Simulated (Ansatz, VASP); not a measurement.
**Bi: VASP beside Ansatz**

The input INCAR:

```
SYSTEM = Bi
PREC = Accurate ; ENCUT = 520
EDIFF = 1E-6 ; ISMEAR = -1
SIGMA = 0.1 ; LREAL = .FALSE.
LASPH = .TRUE. ; NELM = 60
ALGO = Normal ; ISIF = 2
LWAVE = .FALSE. ; LCHARG = .FALSE.
GGA = RE ; NBANDS = 38
```

Contents of KPOINTS:

```
regular mesh
0
G
  12 12 3
  0 0 0
```

Contents of POSCAR:

```
Bi
1.0
    3.5467435394      0.0000000000      0.0000000000
   -1.7733717697      3.0715700058      0.0000000000
    0.0000000000      0.0000000000     11.8743837604
Bi
4
Direct
    0.0000000000      1.0000000000      1.0000000000
    0.0000000000      1.0000000000      0.5000000000
    0.3333333333      0.6666666667      0.2500000000
    0.6666666667      0.3333333333      0.7500000000
```

Input for Ansatz:

```yaml
crystal:
  lattice:
    - [3.5467435394, 0.0, 0.0]
    - [-1.7733717697, 3.0715700058, 0.0]
    - [0.0, 0.0, 11.8743837604]
  atoms:
    - { symbol: Bi, position: [0.0, 1.0, 1.0] }
    - { symbol: Bi, position: [0.0, 1.0, 0.5] }
    - { symbol: Bi, position: [0.3333333333, 0.6666666667, 0.25] }
    - { symbol: Bi, position: [0.6666666667, 0.3333333333, 0.75] }
hamiltonian:
  xc: revpbe
  pseudopotentials:
    kind: paw
    azcp:
      Bi: "pseudopotentials/Bi.paw.azcp"
basis:
  ecutwfc: 420
  fft_grid_basis: typed
kpoints:
  mp_grid: { grid: [12, 12, 3], shift: [0, 0, 0] }
magnetization:
  spin_polarized: false
scf:
  occupations: { method: fermi_dirac, width: 0.1 }
  lower_state_search: "off"
output:
  stress: true
```

Alike in both runs: task single point; functional revPBE; k mesh 12 × 12 × 3; occupations fermi-dirac, width 0.1 eV; no spin polarisation.

```csv
,VASP,Ansatz
version,VASP 6.6.1,Ansatz 0.2.0
potentials or method,"VASP PAW PBE potentials, release 64 (Bi_d), cutoff 520 eV","plane waves (420 eV) with PAW, scalar-relativistic"
valence electrons in the cell,60,60
```

```csv
,VASP,Ansatz,Ansatz less VASP
pressure (GPa),-0.1,-0.1,+0.05
"traceless stress, the component that is largest in VASP (GPa)",0.13,0.13,-0.003
```

VASP's potentials were made for PBE, not for revPBE.

Spin-orbit coupling is off throughout.
